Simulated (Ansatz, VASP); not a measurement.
# LiTa4O in VASP and in Ansatz

```
Li Ta O
1.0
     6.75601    0.00000    0.00000
     0.00000    6.75601    0.00000
     0.00000    0.00000    2.77385
Li Ta O
1 4 1
Direct
  0.50000 0.50000 0.50000
  0.69959 0.00000 0.50000
  0.30041 0.00000 0.50000
  0.00000 0.69959 0.50000
  0.00000 0.30041 0.50000
  0.00000 0.00000 0.50000
```

Alike in both runs: functional PBE; k mesh 4 × 4 × 4; occupations gaussian, width 0.1 eV; no spin polarisation.

Ansatz relaxed the structure, and its values are those at the end. VASP's run is a single point on that final structure, the one shown.

|  | VASP | Ansatz |
| --- | --- | --- |
| version | VASP 6.6.1 | Ansatz 0.2.0 |
| potentials or method | VASP PAW PBE potentials, release 64 (Li_sv, Ta_pv, O), cutoff 520 eV | scalar-relativistic, plane waves, PAW |
| valence electrons in the cell | 53 | 61 |

```csv
,VASP,Ansatz,Ansatz less VASP
gap on the k mesh at the Fermi level (eV),none,none,-
rms of the force components (eV/Å),0.024,0.002,-0.0215
```

A gap of «none» marks a metal or a gap that the smearing closes. VASP's potentials hold 53 valence electrons a cell and Ansatz's 61, so a difference there can come from the potentials and not from the codes.

The k mesh is coarse, so the values compare programs but aren't converged. Spin-orbit coupling is off throughout. Noted on VASP's run: the cutoff is under 1.25 times that of the potentials, so the pressure is a little rough.
